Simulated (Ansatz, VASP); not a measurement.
## Two plane-wave programs on Au

Contents of INCAR:

```
PREC     = Accurate       # precision mode
ENCUT    = 520            # plane-wave cutoff, eV
EDIFF    = 1E-6           # SCF threshold, eV
ISMEAR   = -1             # smearing method
SIGMA    = 0.1            # smearing width, eV
LREAL    = F              # projectors in reciprocal space
LASPH    = T              # aspherical terms in the spheres
NELM     = 80             # most SCF steps
ALGO     = Normal         # electronic algorithm
ISIF     = 2              # what is computed and relaxed
LWAVE    = F              # write WAVECAR
LCHARG   = T              # write CHGCAR
GGA      = PE             # functional
LELF     = T              # ELF
LVHAR    = T            
NBANDS   = 12             # bands
```

KPOINTS

```
regular mesh
0
Gamma
  21 21 21
```

POSCAR

```
Au
1.0
    0.0000000000      1.9915587146      1.9915587146
    1.9915587146      0.0000000000      1.9915587146
    1.9915587146      1.9915587146      0.0000000000
Au
1
Direct
    0.0000000000      0.0000000000      0.0000000000
```

Input for Ansatz:

```yaml
crystal:
  lattice:
    - [0.0, 1.9915587146, 1.9915587146]
    - [1.9915587146, 0.0, 1.9915587146]
    - [1.9915587146, 1.9915587146, 0.0]
  atoms:
    - { symbol: Au, position: [0.0, 0.0, 0.0] }
hamiltonian:
  xc: pbe
  pseudopotentials:
    kind: paw
    azcp:
      Au: "pseudopotentials/Au.paw.azcp"
basis:
  ecutwfc: 420
  fft_grid_basis: typed
kpoints:
  mp_grid: { grid: [21, 21, 21], shift: [0, 0, 0] }
magnetization:
  spin_polarized: false
scf:
  occupations: { method: fermi_dirac, width: 0.1 }
output:
  stress: true
```

Alike in both runs: task single point; functional PBE; k mesh 21 × 21 × 21; occupations fermi-dirac, width 0.1 eV; no spin polarisation.

|  | VASP | Ansatz |
| --- | --- | --- |
| version | VASP 6.6.1 | Ansatz 0.2.0 |
| potentials or method | VASP PAW PBE potentials, release 64 (Au), cutoff 520 eV | plane waves (420 eV) with PAW, scalar-relativistic |
| valence electrons in the cell | 11 | 19 |

|  | VASP | Ansatz | Ansatz less VASP |
| --- | --- | --- | --- |
| pressure (GPa) | 25.8 | 26.2 | +0.41 |

VASP's potentials hold 11 valence electrons a cell and Ansatz's 19, so a difference there can come from the potentials and not from the codes.

Spin-orbit coupling is off throughout.
